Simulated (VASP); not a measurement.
# Nb3Pb (Pm-3n) in VASP: further runs

Nb3Pb is run at these levels: r2SCAN; tasks: single point.

Program: VASP 6.6.1. These are calculated values, not measurements. Logs are shortened: lines on timing, memory, paths and dates and some standing lists are left out, and cuts for length are marked.

### 1 The cell of the first run

The structure is cubic, space group Pm-3n (No. 223). Conventional cell: a = 5.353 Å, b = 5.353 Å, c = 5.353 Å, α = 90.00°, β = 90.00°, γ = 90.00°. Nb (site symmetry -4m2) has 10 Nb at 2.68 to 3.28 Å and 4 Pb at 2.99 Å within 3.5 Å. Pb (site symmetry m-3) has 12 Nb at 2.99 Å within 3.9 Å.

### 2 Single point, r2SCAN

File POSCAR:

```
Nb3Pb
1.0
    5.3526299802      0.0000000000      0.0000000000
    0.0000000000      5.3526299802      0.0000000000
    0.0000000000      0.0000000000      5.3526299802
Nb Pb
6 2
Direct
    0.2500000000      0.0000000000      0.5000000000
    0.5000000000      0.7500000000      0.0000000000
    0.7500000000      0.0000000000      0.5000000000
    0.5000000000      0.2500000000      0.0000000000
    0.0000000000      0.5000000000      0.7500000000
    0.0000000000      0.5000000000      0.2500000000
    0.0000000000      0.0000000000      0.0000000000
    0.5000000000      0.5000000000      0.5000000000
```

File INCAR.step1:

```
PREC = Accurate
ENCUT = 520
ISMEAR = -1
SIGMA = 0.1
LREAL = F
LASPH = T
NELM = 100
NBANDS = 63
GGA = PE
ALGO = Normal
EDIFF = 1E-4
LWAVE = T
LCHARG = F
```

File INCAR.step2:

```
PREC = Accurate
ENCUT = 520
EDIFF = 1E-6
ISMEAR = -1
SIGMA = 0.1
LREAL = F
LASPH = T
NELM = 100
ALGO = Normal
ISIF = 2
LWAVE = F
LCHARG = F
METAGGA = R2SCAN
LMIXTAU = T
NBANDS = 63
ISTART = 1
```

File KPOINTS:

```
Automatic mesh
0
Gamma
  6 6 6
```

Potentials or basis: VASP PAW PBE potentials, release 64 (Nb_sv, Pb_d).

On the command line:

```
$ cat potpaw_PBE.64/Nb_sv/POTCAR potpaw_PBE.64/Pb_d/POTCAR > POTCAR
$ cp INCAR.step1 INCAR
$ mpirun -np 1 vasp_std > vasp.out
$ cp INCAR.step2 INCAR
$ mpirun -np 1 vasp_std > vasp.out
```

OUTCAR:

```text
PREC = Accurate
   ENCUT = 520
   EDIFF = 1E-6
   ISMEAR = -1
   LREAL = F
   LASPH = T
   NELM = 100
   ISIF = 2
   METAGGA = R2SCAN
   ISTART = 1

 ion  position               nearest neighbor table
   1  0.250  0.000  0.500-   3 2.68   3 2.68   8 2.99   7 2.99   8 2.99   7 2.99
   2  0.500  0.750  0.000-   4 2.68   4 2.68   8 2.99   8 2.99   7 2.99   7 2.99
   3  0.750  0.000  0.500-   1 2.68   1 2.68   8 2.99   7 2.99   8 2.99   7 2.99
   4  0.500  0.250  0.000-   2 2.68   2 2.68   8 2.99   8 2.99   7 2.99   7 2.99
   5  0.000  0.500  0.750-   6 2.68   6 2.68   8 2.99   7 2.99   7 2.99   8 2.99
   6  0.000  0.500  0.250-   5 2.68   5 2.68   8 2.99   7 2.99   7 2.99   8 2.99
   7  0.000  0.000  0.000-   1 2.99   2 2.99   3 2.99   4 2.99   5 2.99   6 2.99   1 2.99   3 2.99
                             5 2.99   6 2.99   2 2.99   4 2.99
   8  0.500  0.500  0.500-   1 2.99   2 2.99   3 2.99   4 2.99   5 2.99   6 2.99   2 2.99   4 2.99
                             1 2.99   3 2.99   5 2.99   6 2.99

  LATTYP: Found a simple cubic cell.
 ALAT       =     5.3526299802

  Lattice vectors:

 A1 = (   5.3526299802,   0.0000000000,   0.0000000000)
 A2 = (   0.0000000000,   5.3526299802,   0.0000000000)
 A3 = (   0.0000000000,   0.0000000000,   5.3526299802)

Analysis of symmetry for initial positions (statically):
=====================================================================
 Subroutine PRICEL returns:
 Original cell was already a primitive cell.

 Routine SETGRP: Setting up the symmetry group for a
 simple cubic supercell.

 Subroutine GETGRP returns: Found 48 space group operations
 (whereof 24 operations were pure point group operations)
 out of a pool of 48 trial point group operations.

The static configuration has the point symmetry T_h .
 The point group associated with its full space group is O_h .

Analysis of symmetry for dynamics (positions and initial velocities):
=====================================================================
 Subroutine PRICEL returns:
 Original cell was already a primitive cell.

 Routine SETGRP: Setting up the symmetry group for a
 simple cubic supercell.

 Subroutine GETGRP returns: Found 48 space group operations
 (whereof 24 operations were pure point group operations)
 out of a pool of 48 trial point group operations.

The dynamic configuration has the point symmetry T_h .
 The point group associated with its full space group is O_h .

 Subroutine INISYM returns: Found 48 space group operations
 (whereof 24 operations are pure point group operations),
 and found     1 'primitive' translations

----------------------------------------------------------------------------------------

                                     Primitive cell

  volume of cell :     153.3563

  direct lattice vectors                    reciprocal lattice vectors
     5.352629980  0.000000000  0.000000000     0.186824048  0.000000000  0.000000000
     0.000000000  5.352629980  0.000000000     0.000000000  0.186824048  0.000000000
     0.000000000  0.000000000  5.352629980     0.000000000  0.000000000  0.186824048

  length of vectors
     5.352629980  5.352629980  5.352629980     0.186824048  0.186824048  0.186824048

  position of ions in fractional coordinates (direct lattice)
     0.250000000  0.000000000  0.500000000
     0.500000000  0.750000000  0.000000000
     0.750000000  0.000000000  0.500000000
     0.500000000  0.250000000  0.000000000
     0.000000000  0.500000000  0.750000000
     0.000000000  0.500000000  0.250000000
     0.000000000  0.000000000  0.000000000
     0.500000000  0.500000000  0.500000000

  ion indices of the primitive-cell ions
   primitive index   ion index
                 1           1
                 2           2
                 3           3
                 4           4
                 5           5
                 6           6
                 7           7
                 8           8

----------------------------------------------------------------------------------------

 KPOINTS: Automatic mesh

Automatic generation of k-mesh.
 Grid dimensions read from file:
 generate k-points for:    6    6    6

 Generating k-lattice:

  Cartesian coordinates                     Fractional coordinates (reciprocal lattice)
     0.031137341  0.000000000  0.000000000     0.166666667  0.000000000  0.000000000
     0.000000000  0.031137341  0.000000000     0.000000000  0.166666667  0.000000000
     0.000000000  0.000000000  0.031137341     0.000000000  0.000000000  0.166666667

  Length of vectors
     0.031137341  0.031137341  0.031137341

  Shift w.r.t. Gamma in fractional coordinates (k-lattice)
     0.000000000  0.000000000  0.000000000

 Subroutine IBZKPT returns following result:
 ===========================================

 Found     20 irreducible k-points:

 Following reciprocal coordinates:
            Coordinates               Weight
  0.000000  0.000000  0.000000      1.000000
  0.166667  0.000000  0.000000      6.000000
  0.333333  0.000000  0.000000      6.000000
  0.500000  0.000000  0.000000      3.000000
  0.166667  0.166667  0.000000     12.000000
  0.333333  0.166667  0.000000     24.000000
[... 12 lines left out ...]
  0.500000  0.500000  0.333333      6.000000
  0.500000  0.500000  0.500000      1.000000
   k-points           NKPTS =     20   k-points in BZ     NKDIM =     20   number of bands    NBANDS=     63
   number of dos      NEDOS =    301   number of ions     NIONS =      8
   total plane-waves  NPLWV =  64000
   dimension x,y,z NGX =    40 NGY =   40 NGZ =   40
   dimension x,y,z NGXF=    80 NGYF=   80 NGZF=   80
   ions per type =               6   2
   NGX,Y,Z   is equivalent  to a cutoff of  12.42, 12.42, 12.42 a.u.
   NGXF,Y,Z  is equivalent  to a cutoff of  24.85, 24.85, 24.85 a.u.
 SYSTEM =  unknown system
   PREC   = accura    normal or accurate (medium, high low for compatibility)
   ISTART =      1    job   : 0-new  1-cont  2-samecut
   ICHARG =      0    charge: 1-file 2-atom 10-const
   ISPIN  =      1    spin polarized calculation?
   LNONCOLLINEAR =      F non collinear calculations
   LSORBIT =      F    spin-orbit coupling
   LASPH  =      T    aspherical Exc in radial PAW
   ENCUT  =  520.0 eV  38.22 Ry    6.18 a.u.   9.95  9.95  9.95*2*pi/ulx,y,z
   NELM   =    100;   NELMIN=  2; NELMDL=  0     # of ELM steps
   EDIFF  = 0.1E-05   stopping-criterion for ELM
   LREAL  =      F    real-space projection
[... 7 lines left out ...]
   TEBEG  =    0.0;   TEEND  =   0.0 temperature during run
   PSTRESS=    0.0 pullay stress
   NELECT =     106.0000    total number of electrons
   NUPDOWN=      -1.0000    fix difference up-down
   EMIN   =  10.00;   EMAX   =-10.00  energy-range for DOS
   EFERMI =   0.00;   METHOD = LEGACY
   ISMEAR =    -1;   SIGMA  =   0.10  broadening in eV -4-tet -1-fermi 0-gaus
   EFERMI_NEDOS =   21; number of points for ismear=-14 and -15
   IALGO  =     38    algorithm
   IMIX   =      4    mixing-type and parameters
     AMIX     =   0.40;   BMIX     =  1.00
     AMIX_MAG =   1.60;   BMIX_MAG =  1.00
  volume/ion in A,a.u.               =      19.17       129.36
  Fermi-wavevector in a.u.,A,eV,Ry     =   1.447470  2.735322 28.506509  2.095169
  Thomas-Fermi vector in A             =   2.565421
   LORBIT       =      0    0 simple, 1 ext, 2 COOP (PROOUT), +10 PAW based schemes
   METAGGA = R2SCAN    functional components
   LHFCALC =     F    Hartree Fock is set to
   AEXX    =    0.0000 exact exchange contribution
   IVDW    =     0    specifies the selected vdW correction
   LEPSILON=     F    determine dielectric tensor
   LRPA    =     F    only Hartree local field effects (RPA)
 non-spin polarized calculation
  energy-cutoff  :      520.00
  volume of cell :      153.36
 maximum number of plane-waves:      4224
 NGX is ok and might be reduce to    40
   NGX = 19   NGY = 19   NGZ = 19

 number of electron     106.0000015 magnetization

 Free energy of the ion-electron system (eV)
  ---------------------------------------------------
  ext. energy  EPLUGINS =         0.00000000
  ---------------------------------------------------
  free energy    TOTEN  =      -261.53113093 eV

  energy without entropy =     -261.24402171  energy(sigma->0) =     -261.38757632

 E-fermi :  11.0985     XC(G=0): -13.3780

 val. band max:       11.0968335856   @ k =   0.3333   0.3333   0.0000
 cond. band min:      11.1067908299   @ k =   0.5000   0.5000   0.0000
 fundamental gap:      0.0099572443
 Fermi energy:        11.0984799238

 k-point     1 :       0.0000    0.0000    0.0000
  band No.  band energies     occupation
      1     -45.4251      2.00000
      2     -45.3564      2.00000
      3     -45.3564      2.00000
      4     -45.1452      2.00000
      5     -45.1452      2.00000
      6     -45.1452      2.00000
[... 55 lines left out ...]
     62      15.0018      0.00000
     63      15.0292      0.00000

 k-point     2 :       0.1667    0.0000    0.0000
  band No.  band energies     occupation
      1     -45.4175      2.00000
      2     -45.3598      2.00000
      3     -45.3457      2.00000
      4     -45.1609      2.00000
      5     -45.1452      2.00000
      6     -45.1452      2.00000
[... 55 lines left out ...]
     62      14.7115      0.00000
     63      14.7496      0.00000

 k-point     3 :       0.3333    0.0000    0.0000
  band No.  band energies     occupation
      1     -45.4008      2.00000
      2     -45.3694      2.00000
      3     -45.3119      2.00000
      4     -45.2033      2.00000
      5     -45.1452      2.00000
      6     -45.1452      2.00000
[... 1111 lines left out ...]
     62      13.6664      0.00000
     63      13.8382      0.00000

 k-point    20 :       0.5000    0.5000    0.5000
  band No.  band energies     occupation
      1     -45.2638      2.00000
      2     -45.2638      2.00000
      3     -45.2638      2.00000
      4     -45.2638      2.00000
      5     -45.2638      2.00000
      6     -45.2638      2.00000
[... 55 lines left out ...]
     62      13.5544      0.00000
     63      13.5544      0.00000

------------------------ aborting loop because EDIFF is reached ----------------------------------------

  FORCE on cell =-STRESS in cart. coord.  units (eV):
  Direction    XX          YY          ZZ          XY          YZ          ZX
  --------------------------------------------------------------------------------------
  -------------------------------------------------------------------------------------
  Total       -0.0984036     -0.0984036     -0.0984036     -0.0000000      0.0000000      0.0000000
  in kB       -1.0280633     -1.0280633     -1.0280633     -0.0000000      0.0000000      0.0000000
  external PRESSURE =      -1.0280633 kB  Pullay stress =       0.0000000 kB

 VOLUME and BASIS-vectors are now :
 -----------------------------------------------------------------------------
  energy-cutoff  :      520.00
  volume of cell :      153.36
      direct lattice vectors                 reciprocal lattice vectors
     5.352629980  0.000000000  0.000000000     0.186824048  0.000000000  0.000000000
     0.000000000  5.352629980  0.000000000     0.000000000  0.186824048  0.000000000
     0.000000000  0.000000000  5.352629980     0.000000000  0.000000000  0.186824048

 POSITION                                       TOTAL-FORCE (eV/Angst)
 -----------------------------------------------------------------------------------
      1.33816      0.00000      2.67631        -0.000000      0.000000      0.000000
      2.67631      4.01447      0.00000         0.000000     -0.000000      0.000000
      4.01447      0.00000      2.67631         0.000000     -0.000000     -0.000000
      2.67631      1.33816      0.00000        -0.000000      0.000000     -0.000000
      0.00000      2.67631      4.01447         0.000000      0.000000     -0.000000
      0.00000      2.67631      1.33816        -0.000000     -0.000000      0.000000
      0.00000      0.00000      0.00000        -0.000000     -0.000000     -0.000000
      2.67631      2.67631      2.67631        -0.000000     -0.000000     -0.000000
 -----------------------------------------------------------------------------------
    total drift:                                0.000000     -0.000000      0.000000

  FREE ENERGIE OF THE ION-ELECTRON SYSTEM (eV)
  ---------------------------------------------------
  free  energy   TOTEN  =      -261.5311309318 eV

  energy  without entropy=     -261.2440217105  energy(sigma->0) =     -261.38757632
```

It took 6.5 min on 1 thread of AMD EPYC 9R45 (Zen 5), shared host; peak memory 0.31 GiB.

Results:

| Item | Value |
| --- | --- |
| Free energy | -261.5311 eV |
| Pressure | -0.1 GPa |
| Band gap on the k mesh | zero (bands 53 and 54 overlap by 0.67 eV) |

Caveat: the PAW data sets were made with another functional, which shifts forces and pressure a little; spin-orbit coupling is left out, which moves the levels of the heavy elements.

### 3 Single point, r2SCAN

POSCAR: that of step 2 with these lines changed.

```diff
@@ -2,5 +2,5 @@
 1.0
-    5.3526299802      0.0000000000      0.0000000000
-    0.0000000000      5.3526299802      0.0000000000
-    0.0000000000      0.0000000000      5.3526299802
+    5.3526299800      0.0000000000      0.0000000000
+    0.0000000000      5.3526299800      0.0000000000
+    0.0000000000      0.0000000000      5.3526299800
 Nb Pb
```

File INCAR.step1:

```
SYSTEM = Nb3Pb
ALGO = Normal
EDIFF = 1E-4
ENCUT = 520
GGA = PE
ISMEAR = -1
LASPH = .True.
LCHARG = .False.
LREAL = .False.
LWAVE = .True.
NBANDS = 63
NELM = 80
PREC = Accurate
SIGMA = 0.1
```

File INCAR.step2:

```
SYSTEM = Nb3Pb
ALGO = Normal
EDIFF = 1E-6
ENCUT = 520
ISIF = 2
ISMEAR = -1
ISTART = 1
LASPH = .True.
LCHARG = .True.
LELF = .True.
LMIXTAU = .True.
LREAL = .False.
LVHAR = .True.
LWAVE = .False.
METAGGA = R2SCAN
NBANDS = 63
NELM = 80
PREC = Accurate
SIGMA = 0.1
```

File KPOINTS:

```
k-points
0
Gamma
  6 6 6
  0 0 0
```

Potentials or basis: VASP PAW PBE potentials, release 64 (Nb_sv, Pb_d).

On the command line:

```
$ cat potpaw_PBE.64/Nb_sv/POTCAR potpaw_PBE.64/Pb_d/POTCAR > POTCAR
$ cp INCAR.step1 INCAR
$ mpirun -np 1 vasp_std > vasp.out
$ cp INCAR.step2 INCAR
$ mpirun -np 1 vasp_std > vasp.out
```

OUTCAR:

```text
SYSTEM = Nb3Pb
   EDIFF = 1E-6
   ENCUT = 520
   ISIF = 2
   ISMEAR = -1
   ISTART = 1
   LASPH = .True.
   LREAL = .False.
   METAGGA = R2SCAN
   NELM = 80
   PREC = Accurate

 ion  position               nearest neighbor table
   1  0.250  0.000  0.500-   3 2.68   3 2.68   8 2.99   7 2.99   8 2.99   7 2.99
   2  0.500  0.750  0.000-   4 2.68   4 2.68   8 2.99   8 2.99   7 2.99   7 2.99
   3  0.750  0.000  0.500-   1 2.68   1 2.68   8 2.99   7 2.99   8 2.99   7 2.99
[... 1533 lines left out ...]
  Total       -0.0984030     -0.0984030     -0.0984030      0.0000000     -0.0000000     -0.0000000
  in kB       -1.0280569     -1.0280569     -1.0280569      0.0000000     -0.0000000     -0.0000000
  external PRESSURE =      -1.0280569 kB  Pullay stress =       0.0000000 kB

 VOLUME and BASIS-vectors are now :
 -----------------------------------------------------------------------------
  energy-cutoff  :      520.00
  volume of cell :      153.36
      direct lattice vectors                 reciprocal lattice vectors
     5.352629980  0.000000000  0.000000000     0.186824048  0.000000000  0.000000000
     0.000000000  5.352629980  0.000000000     0.000000000  0.186824048  0.000000000
     0.000000000  0.000000000  5.352629980     0.000000000  0.000000000  0.186824048

 POSITION                                       TOTAL-FORCE (eV/Angst)
 -----------------------------------------------------------------------------------
      1.33816      0.00000      2.67631         0.000000     -0.000000      0.000000
      2.67631      4.01447      0.00000        -0.000000     -0.000000     -0.000000
      4.01447      0.00000      2.67631        -0.000000     -0.000000      0.000000
      2.67631      1.33816      0.00000        -0.000000      0.000000     -0.000000
      0.00000      2.67631      4.01447         0.000000     -0.000000     -0.000000
      0.00000      2.67631      1.33816         0.000000      0.000000     -0.000000
      0.00000      0.00000      0.00000        -0.000000     -0.000000     -0.000000
      2.67631      2.67631      2.67631        -0.000000     -0.000000     -0.000000
 -----------------------------------------------------------------------------------
    total drift:                                0.000000     -0.000000      0.000000

  FREE ENERGIE OF THE ION-ELECTRON SYSTEM (eV)
  ---------------------------------------------------
  free  energy   TOTEN  =      -261.5311309325 eV

  energy  without entropy=     -261.2440217112  energy(sigma->0) =     -261.38757632
```

OUTCAR.step1:

```text
SYSTEM = Nb3Pb
   EDIFF = 1E-4
   ENCUT = 520
   GGA = PE
   ISMEAR = -1
   LASPH = .True.
[... 1561 lines left out ...]
      0.00000      2.67631      1.33816         0.000000     -0.000000      0.000000
      0.00000      0.00000      0.00000         0.000000      0.000000     -0.000000
      2.67631      2.67631      2.67631         0.000000      0.000000     -0.000000
 -----------------------------------------------------------------------------------
    total drift:                                0.000000     -0.000000      0.000000

  FREE ENERGIE OF THE ION-ELECTRON SYSTEM (eV)
  ---------------------------------------------------
  free  energy   TOTEN  =       -67.6733619429 eV

  energy  without entropy=      -67.3609041736  energy(sigma->0) =      -67.51713306
```

OSZICAR.step1:

```text
N       E                     dE             d eps       ncg     rms          rms(c)
DAV:   1     0.175143676836E+04    0.17514E+04   -0.53562E+04  2520   0.196E+03
DAV:   2     0.171905461041E+03   -0.15795E+04   -0.15533E+04  2520   0.753E+02
DAV:   3    -0.436783256777E+02   -0.21558E+03   -0.20799E+03  3375   0.261E+02
DAV:   4    -0.690020101802E+02   -0.25324E+02   -0.24526E+02  3960   0.821E+01
DAV:   5    -0.706237191663E+02   -0.16217E+01   -0.16001E+01  4832   0.185E+01    0.164E+01
DAV:   6    -0.679578717539E+02    0.26658E+01   -0.72560E+00  3416   0.149E+01    0.534E+00
DAV:   7    -0.676684942082E+02    0.28938E+00   -0.20064E+00  4032   0.749E+00    0.234E+00
DAV:   8    -0.676715682880E+02   -0.30741E-02   -0.19838E-01  4080   0.225E+00    0.926E-01
DAV:   9    -0.676729424090E+02   -0.13741E-02   -0.36571E-02  3760   0.117E+00    0.373E-01
DAV:  10    -0.676733578652E+02   -0.41546E-03   -0.75209E-03  3616   0.470E-01    0.480E-02
DAV:  11    -0.676733619429E+02   -0.40777E-05   -0.79922E-04  3288   0.193E-01
   1 F= -.67673362E+02 E0= -.67517133E+02  d E =-.312458E+00
```

Wall time 6.3 min (1 thread of AMD EPYC 9R45 (Zen 5), shared host); peak memory 0.31 GiB.

Results:

| Quantity | Value |
| --- | --- |
| Free energy | -261.5311 eV |
| Pressure | -0.1 GPa |
| Band gap on the k mesh | zero (bands 53 and 54 overlap by 0.67 eV) |

Levels at points of the mesh, in eV from the Fermi level:
```tsv
k point	band 52	band 53	band 54	band 55	band 56	band 57
(0.00, 0.00, 0.00)	-0.56	-0.12	-0.12	1.48	2.39	2.39
(0.50, 0.00, 0.00)	-0.93	-0.44	-0.44	1.51	1.51	2.25
(0.50, 0.50, 0.00)	0.15	0.15	0.70	0.70	0.74	0.75
(0.50, 0.50, 0.50)	0.02	0.02	0.02	0.27	0.27	0.27
```

Caveat: the PAW data sets were made with another functional, which shifts forces and pressure a little; spin-orbit coupling is left out, which moves the levels of the heavy elements.
